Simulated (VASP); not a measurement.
Here is a VASP 6.6.1 calculation.

INCAR

```
SYSTEM = Cd
PREC = Accurate ; ENCUT = 520
EDIFF = 1E-6 ; ISMEAR = -1
SIGMA = 0.1 ; LREAL = .FALSE.
LASPH = .TRUE. ; NELM = 100
ALGO = Normal ; ISIF = 2
LWAVE = .FALSE. ; LCHARG = .FALSE.
GGA = RP ; NBANDS = 19
```

File KPOINTS:

```
regular mesh
0
G
  7 7 3
  0 0 0
```

File POSCAR:

```
Cd
1.0
    1.4743740000      2.5536910000      0.0000000000
   -1.4743740000      2.5536910000      0.0000000000
    0.0000000000      0.0000000000      5.5609770000
Cd
2
Direct
    0.3333300000      0.3333400000      0.2500000000
    0.6666600000      0.6666700000      0.7500000000
```

Potentials or basis: VASP PAW PBE potentials, release 64 (Cd).

Command:

```sh
$ cat potpaw_PBE.64/Cd/POTCAR > POTCAR
$ mpirun -np 1 vasp_std > vasp.out
```

Q: Estimate the band gap on the k mesh.

A: Zero (band 12 reaches 4.71 eV, above the bottom of band 13 at 0.36 eV).

Q: What does it give for the pressure?

A: 8.1 GPa.

Stress tensor (GPa, compression positive):
```
8.68 0.00 0.00
0.00 8.68 0.00
0.00 0.00 6.97
```

Caveat: the k points lie up to 0.38 Å⁻¹ apart; the PAW data sets were made with another functional, which shifts forces and pressure a little.
